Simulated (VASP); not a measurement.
# MgO (Fm-3m) in VASP: single point with r2SCAN

Aim: the single point of MgO with r2SCAN.

All numbers are computed with VASP 6.6.1; they aren't measurements. Logs are shortened: lines on timing, memory, paths and dates and some standing lists are left out, and cuts for length are marked.

## (1) The cell of the first run

The structure is cubic, space group Fm-3m (No. 225). Conventional cell: a = 4.358 Å, b = 4.358 Å, c = 4.358 Å, α = 90.00°, β = 90.00°, γ = 90.00°. Within 2.9 Å of Mg (site symmetry m-3m) lie 6 O at 2.18 Å. Within 2.9 Å of O (site symmetry m-3m) lie 6 Mg at 2.18 Å.

## (2) Single point, r2SCAN

File POSCAR:

```
MgO
1.0
    0.0000000000      2.1790000000      2.1790000000
    2.1790000000      0.0000000000      2.1790000000
    2.1790000000      2.1790000000      0.0000000000
Mg O
1 1
Direct
    0.0000000000      0.0000000000      0.0000000000
    0.5000000000      0.5000000000      0.5000000000
```

File INCAR.step1:

```
SYSTEM = MgO
  ALGO = Normal
  EDIFF = 1E-4
  ENCUT = 520
  GGA = PE
  ISMEAR = 0
  LASPH = .True.
  LCHARG = .False.
  LREAL = .False.
  LWAVE = .True.
  NBANDS = 11
  NELM = 60
  PREC = Accurate
  SIGMA = 0.02
```

File INCAR.step2:

```
SYSTEM = MgO
  ALGO = Normal
  EDIFF = 1E-6
  ENCUT = 520
  ISIF = 2
  ISMEAR = 0
  ISTART = 1
  LASPH = .True.
  LCHARG = .False.
  LMIXTAU = .True.
  LREAL = .False.
  LWAVE = .False.
  METAGGA = R2SCAN
  NBANDS = 11
  NELM = 60
  PREC = Accurate
  SIGMA = 0.02
```

File KPOINTS:

```
k-points
0
Gamma
  8 8 8
  0 0 0
```

Potentials or basis: VASP PAW PBE potentials, release 64 (Mg, O).

On the command line:

```
cat potpaw_PBE.64/Mg/POTCAR potpaw_PBE.64/O/POTCAR > POTCAR
cp INCAR.step1 INCAR
mpirun -np 1 vasp_std > vasp.out
cp INCAR.step2 INCAR
mpirun -np 1 vasp_std > vasp.out
```

OUTCAR:

```text
SYSTEM = MgO
   EDIFF = 1E-6
   ENCUT = 520
   ISIF = 2
   ISMEAR = 0
   ISTART = 1
   LASPH = .True.
   LREAL = .False.
   METAGGA = R2SCAN
   NELM = 60
   PREC = Accurate

 ion  position               nearest neighbor table
   1  0.000  0.000  0.000-   2 2.18   2 2.18   2 2.18   2 2.18   2 2.18   2 2.18
   2  0.500  0.500  0.500-   1 2.18   1 2.18   1 2.18   1 2.18   1 2.18   1 2.18

  LATTYP: Found a face centered cubic cell.
 ALAT       =     4.3580000000

  Lattice vectors:

 A1 = (   0.0000000000,   2.1790000000,   2.1790000000)
 A2 = (   2.1790000000,   0.0000000000,   2.1790000000)
 A3 = (   2.1790000000,   2.1790000000,   0.0000000000)

Analysis of symmetry for initial positions (statically):
=====================================================================
 Subroutine PRICEL returns:
 Original cell was already a primitive cell.

 Routine SETGRP: Setting up the symmetry group for a
 face centered cubic supercell.

 Subroutine GETGRP returns: Found 48 space group operations
 (whereof 48 operations were pure point group operations)
 out of a pool of 48 trial point group operations.

The static configuration has the point symmetry O_h .

Analysis of symmetry for dynamics (positions and initial velocities):
=====================================================================
 Subroutine PRICEL returns:
 Original cell was already a primitive cell.

 Routine SETGRP: Setting up the symmetry group for a
 face centered cubic supercell.

 Subroutine GETGRP returns: Found 48 space group operations
 (whereof 48 operations were pure point group operations)
 out of a pool of 48 trial point group operations.

The dynamic configuration has the point symmetry O_h .

 Subroutine INISYM returns: Found 48 space group operations
 (whereof 48 operations are pure point group operations),
 and found     1 'primitive' translations

----------------------------------------------------------------------------------------

                                     Primitive cell

  volume of cell :      20.6920

  direct lattice vectors                    reciprocal lattice vectors
     0.000000000  2.179000000  2.179000000    -0.229463056  0.229463056  0.229463056
     2.179000000  0.000000000  2.179000000     0.229463056 -0.229463056  0.229463056
     2.179000000  2.179000000  0.000000000     0.229463056  0.229463056 -0.229463056

  length of vectors
     3.081571352  3.081571352  3.081571352     0.397441672  0.397441672  0.397441672

  position of ions in fractional coordinates (direct lattice)
     0.000000000  0.000000000  0.000000000
     0.500000000  0.500000000  0.500000000

  ion indices of the primitive-cell ions
   primitive index   ion index
                 1           1
                 2           2

----------------------------------------------------------------------------------------

 KPOINTS: k-points

Automatic generation of k-mesh.
 Grid dimensions read from file:
 generate k-points for:    8    8    8

 Generating k-lattice:

  Cartesian coordinates                     Fractional coordinates (reciprocal lattice)
    -0.028682882  0.028682882  0.028682882     0.125000000  0.000000000  0.000000000
     0.028682882 -0.028682882  0.028682882     0.000000000  0.125000000  0.000000000
     0.028682882  0.028682882 -0.028682882     0.000000000  0.000000000  0.125000000

  Length of vectors
     0.049680209  0.049680209  0.049680209

  Shift w.r.t. Gamma in fractional coordinates (k-lattice)
     0.000000000  0.000000000  0.000000000

 Subroutine IBZKPT returns following result:
 ===========================================

 Found     29 irreducible k-points:

 Following reciprocal coordinates:
            Coordinates               Weight
  0.000000  0.000000  0.000000      1.000000
  0.125000  0.000000  0.000000      8.000000
  0.250000  0.000000  0.000000      8.000000
  0.375000  0.000000  0.000000      8.000000
  0.500000  0.000000  0.000000      4.000000
  0.125000  0.125000  0.000000      6.000000
[... 16 lines left out ...]
  0.500000  0.250000  0.125000     48.000000
 -0.375000  0.250000  0.125000     24.000000
 [... further k-points ...]
   k-points           NKPTS =     29   k-points in BZ     NKDIM =     29   number of bands    NBANDS=     11
   number of dos      NEDOS =    301   number of ions     NIONS =      2
   total plane-waves  NPLWV =  13824
   dimension x,y,z NGX =    24 NGY =   24 NGZ =   24
   dimension x,y,z NGXF=    48 NGYF=   48 NGZF=   48
   ions per type =               1   1
   NGX,Y,Z   is equivalent  to a cutoff of  12.95, 12.95, 12.95 a.u.
   NGXF,Y,Z  is equivalent  to a cutoff of  25.90, 25.90, 25.90 a.u.
 SYSTEM =  MgO
   PREC   = accura    normal or accurate (medium, high low for compatibility)
   ISTART =      1    job   : 0-new  1-cont  2-samecut
   ICHARG =      0    charge: 1-file 2-atom 10-const
   ISPIN  =      1    spin polarized calculation?
   LNONCOLLINEAR =      F non collinear calculations
   LSORBIT =      F    spin-orbit coupling
   LASPH  =      T    aspherical Exc in radial PAW
   ENCUT  =  520.0 eV  38.22 Ry    6.18 a.u.   5.73  5.73  5.73*2*pi/ulx,y,z
   NELM   =     60;   NELMIN=  2; NELMDL=  0     # of ELM steps
   EDIFF  = 0.1E-05   stopping-criterion for ELM
   LREAL  =      F    real-space projection
   EDIFFG = 0.1E-04   stopping-criterion for IOM
   NSW    =      0    number of steps for IOM
   IBRION =     -1    ionic relax: 0-MD 1-quasi-New 2-CG
   NFREE  =      0    steps in history (QN), initial steepest desc. (CG)
   ISIF   =      2    stress and relaxation
   ISYM   =      2    0-nonsym 1-usesym 2-fastsym
   POTIM  = 0.5000    time-step for ionic-motion
   TEBEG  =    0.0;   TEEND  =   0.0 temperature during run
   PSTRESS=    0.0 pullay stress
   NELECT =       8.0000    total number of electrons
   NUPDOWN=      -1.0000    fix difference up-down
   EMIN   =  10.00;   EMAX   =-10.00  energy-range for DOS
   EFERMI =   0.00;   METHOD = LEGACY
   ISMEAR =     0;   SIGMA  =   0.02  broadening in eV -4-tet -1-fermi 0-gaus
   EFERMI_NEDOS =   21; number of points for ismear=-14 and -15
   IALGO  =     38    algorithm
   IMIX   =      4    mixing-type and parameters
     AMIX     =   0.40;   BMIX     =  1.00
     AMIX_MAG =   1.60;   BMIX_MAG =  1.00
  volume/ion in A,a.u.               =      10.35        69.82
  Fermi-wavevector in a.u.,A,eV,Ry     =   1.192626  2.253736 19.352338  1.422357
  Thomas-Fermi vector in A             =   2.328660
   LORBIT       =      0    0 simple, 1 ext, 2 COOP (PROOUT), +10 PAW based schemes
   METAGGA = R2SCAN    functional components
   LHFCALC =     F    Hartree Fock is set to
   AEXX    =    0.0000 exact exchange contribution
   IVDW    =     0    specifies the selected vdW correction
   LEPSILON=     F    determine dielectric tensor
   LRPA    =     F    only Hartree local field effects (RPA)
 non-spin polarized calculation
 Gauss-broadening in eV      SIGMA  =   0.02
  energy-cutoff  :      520.00
  volume of cell :       20.69
 maximum number of plane-waves:       568
   NGX = 11   NGY = 11   NGZ = 11

 number of electron       7.9999995 magnetization

 Free energy of the ion-electron system (eV)
  ---------------------------------------------------
  ext. energy  EPLUGINS =         0.00000000
  ---------------------------------------------------
  free energy    TOTEN  =       -16.04536603 eV

  energy without entropy =      -16.04536603  energy(sigma->0) =      -16.04536603

 E-fermi :   2.2196     XC(G=0): -11.0797

 val. band max:        2.0688752995   @ k =   0.0000   0.0000   0.0000
 cond. band min:       6.7021383938   @ k =   0.0000   0.0000   0.0000
 fundamental gap:      4.6332630943
 Fermi energy:         2.2195961954

 k-point     1 :       0.0000    0.0000    0.0000
  band No.  band energies     occupation
      1     -15.6433      2.00000
      2       2.0689      2.00000
      3       2.0689      2.00000
      4       2.0689      2.00000
      5       6.7021      0.00000
      6      18.2940      0.00000
      7      18.2940      0.00000
      8      18.2940      0.00000
      9      22.1560      0.00000
     10      23.8175      0.00000
     11      23.8175      0.00000

 k-point     2 :       0.1250    0.0000    0.0000
  band No.  band energies     occupation
      1     -15.5108      2.00000
      2       1.1865      2.00000
      3       1.9802      2.00000
      4       1.9802      2.00000
      5       7.6043      0.00000
      6      16.6495      0.00000
      7      18.6101      0.00000
      8      18.6101      0.00000
      9      22.6857      0.00000
     10      22.6857      0.00000
     11      24.0302      0.00000

 k-point     3 :       0.2500    0.0000    0.0000
  band No.  band energies     occupation
      1     -15.1709      2.00000
      2      -0.3709      2.00000
      3       1.7749      2.00000
      4       1.7749      2.00000
      5       9.1117      0.00000
      6      15.0179      0.00000
      7      18.9413      0.00000
      8      18.9413      0.00000
      9      22.3235      0.00000
     10      22.3235      0.00000
     11      23.8435      0.00000

 k-point     4 :       0.3750    0.0000    0.0000
  band No.  band energies     occupation
      1     -14.7972      2.00000
      2      -1.6270      2.00000
      3       1.5805      2.00000
      4       1.5805      2.00000
      5      10.0149      0.00000
      6      14.5789      0.00000
      7      18.6293      0.00000
      8      18.6293      0.00000
      9      23.1424      0.00000
     10      23.6683      0.00000
     11      23.6683      0.00000

 k-point     5 :       0.5000    0.0000    0.0000
  band No.  band energies     occupation
      1     -14.6308      2.00000
      2      -2.1075      2.00000
      3       1.5028      2.00000
      4       1.5028      2.00000
      5      10.2054      0.00000
      6      14.6818      0.00000
      7      18.4278      0.00000
      8      18.4278      0.00000
      9      22.8919      0.00000
     10      24.7043      0.00000
     11      24.7043      0.00000
[... 211 lines left out ...]
 k-point    21 :       0.5000    0.5000    0.0000
  band No.  band energies     occupation
      1     -14.4151      2.00000
      2      -1.6255      2.00000
      3       0.8339      2.00000
      4       0.8339      2.00000
      5      11.9372      0.00000
      6      12.0216      0.00000
      7      15.2511      0.00000
      8      20.8675      0.00000
      9      20.8675      0.00000
     10      26.7305      0.00000
     11      28.9762      0.00000

 k-point    22 :       0.3750    0.2500    0.1250
  band No.  band energies     occupation
      1     -14.9283      2.00000
      2      -0.6900      2.00000
      3       1.0410      2.00000
      4       1.5276      2.00000
      5      10.4780      0.00000
      6      14.0858      0.00000
      7      17.1614      0.00000
      8      19.6238      0.00000
      9      20.3712      0.00000
     10      24.6303      0.00000
     11      27.6661      0.00000

 k-point    23 :       0.5000    0.2500    0.1250
  band No.  band energies     occupation
      1     -14.6355      2.00000
      2      -1.2935      2.00000
      3       0.5298      2.00000
      4       1.3016      2.00000
      5      11.6341      0.00000
      6      14.0342      0.00000
      7      16.0172      0.00000
      8      19.1695      0.00000
      9      21.8532      0.00000
     10      24.5006      0.00000
     11      27.9250      0.00000

 k-point    24 :      -0.3750    0.2500    0.1250
  band No.  band energies     occupation
      1     -14.5075      2.00000
      2      -1.5426      2.00000
      3       0.3445      2.00000
      4       1.1926      2.00000
      5      11.9473      0.00000
      6      14.3663      0.00000
      7      15.6398      0.00000
      8      18.9091      0.00000
      9      22.6058      0.00000
     10      24.1607      0.00000
     11      28.1153      0.00000

 [... further k-points ...]
[... 5 lines left out ...]
  --------------------------------------------------------------------------------------
  -------------------------------------------------------------------------------------
  Total       -1.9957348     -1.9957348     -1.9957348      0.0000000      0.0000000      0.0000000
  in kB     -154.5296176   -154.5296176   -154.5296176      0.0000000      0.0000000      0.0000000
  external PRESSURE =    -154.5296176 kB  Pullay stress =       0.0000000 kB

 VOLUME and BASIS-vectors are now :
 -----------------------------------------------------------------------------
  energy-cutoff  :      520.00
  volume of cell :       20.69
      direct lattice vectors                 reciprocal lattice vectors
     0.000000000  2.179000000  2.179000000    -0.229463056  0.229463056  0.229463056
     2.179000000  0.000000000  2.179000000     0.229463056 -0.229463056  0.229463056
     2.179000000  2.179000000  0.000000000     0.229463056  0.229463056 -0.229463056

 POSITION                                       TOTAL-FORCE (eV/Angst)
 -----------------------------------------------------------------------------------
      0.00000      0.00000      0.00000        -0.000000      0.000000     -0.000000
      2.17900      2.17900      2.17900         0.000000      0.000000      0.000000
 -----------------------------------------------------------------------------------
    total drift:                               -0.000000     -0.000000      0.000000

  FREE ENERGIE OF THE ION-ELECTRON SYSTEM (eV)
  ---------------------------------------------------
  free  energy   TOTEN  =       -16.0453660299 eV

  energy  without entropy=      -16.0453660299  energy(sigma->0) =      -16.04536603
```

Run time: 49 s. Hardware: 1 thread of Intel Xeon 8259CL, shared host; peak memory 0.14 GiB.

Results:

```yaml
Free_energy: -16.0454 eV
Pressure: -15.5 GPa
Band_gap_on_the_k_mesh: 4.63 eV, direct
```

Levels at points of the mesh, in eV from the valence-band top:
| k point | band 1 | band 2 | band 3 | band 4 | band 5 | band 6 | band 7 | band 8 | band 9 |
| --- | --- | --- | --- | --- | --- | --- | --- | --- | --- |
| (0.00, 0.00, 0.00) | -17.71 | 0.00 | 0.00 | 0.00 | 4.63 | 16.23 | 16.23 | 16.23 | 20.09 |
| (0.50, 0.00, 0.00) | -16.70 | -4.18 | -0.57 | -0.57 | 8.14 | 12.61 | 16.36 | 16.36 | 20.82 |
| (0.50, 0.50, 0.00) | -16.48 | -3.69 | -1.24 | -1.24 | 9.87 | 9.95 | 13.18 | 18.80 | 18.80 |

Caveat: the PAW data sets were made with another functional, which shifts forces and pressure a little. r2SCAN opens gaps a little over a GGA but as a rule still falls short of measured ones.
